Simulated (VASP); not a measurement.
GaAs:

```
Ga As
1.0
     0.00000    2.82685    2.82685
     2.82685    0.00000    2.82685
     2.82685    2.82685    0.00000
Ga As
1 1
Direct
  0.00000 0.00000 0.00000
  0.25000 0.25000 0.25000
```

Base run:

- Program: VASP 6.6.1
- Functional: revPBE
- Potentials or basis: VASP PAW PBE potentials, release 64 (Ga_d, As)
- Cutoff: 520 eV
- k mesh: 6 × 6 × 6
- Occupations: gaussian, width 0.01 eV
- Spin: no spin polarisation

Its results: band gap on the k mesh 0.61 eV, direct; pressure 4.8 GPa.

Question: The run is repeated on the same cell with these changes: functional from revPBE to BLYP; further incar settings from ALGO = Normal; EDIFF = 1e-06; NBANDS = 16 to ALGO = Normal; EDIFF = 1e-07; NBANDS = 16. What comes out?

Answer: Band gap on the k mesh 0.39 eV, direct; pressure 7.2 GPa.

Caveats: the PAW data sets were made with another functional, which shifts forces and pressure a little.

A k mesh can miss the band edges.
